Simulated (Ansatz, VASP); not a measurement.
## TiH: VASP beside Ansatz

```
CELL_PARAMETERS angstrom
2.87758 0.00000 0.00000
-1.43879 2.49206 0.00000
0.00000 0.00000 5.26329
ATOMIC_POSITIONS crystal
Ti 0.00000 0.00000 0.00000
Ti 0.00000 0.00000 0.50000
H 0.66667 0.33333 0.75000
H 0.33333 0.66667 0.25000
```

Alike in both runs: task single point; functional r2SCAN; k mesh 9 × 9 × 4; no spin polarisation.

|  | VASP | Ansatz |
| --- | --- | --- |
| version | VASP 6.6.1 | Ansatz 0.2.0 |
| potentials or method | VASP PAW PBE potentials, release 64 (Ti_sv, H), cutoff 520 eV | plane waves, PAW |
| occupations | methfessel-paxton of order 1, width 0.1 eV | cold, width 0.1 eV |
| valence electrons in the cell | 26 | 26 |

|  | VASP | Ansatz | Ansatz less VASP |
| --- | --- | --- | --- |
| pressure (GPa) | -2.2 | -2.6 | -0.43 |
| traceless stress, the component that is largest in VASP (GPa) | 0.10 | 0.14 | +0.038 |

VASP's potentials were made for PBE, not for r2SCAN.
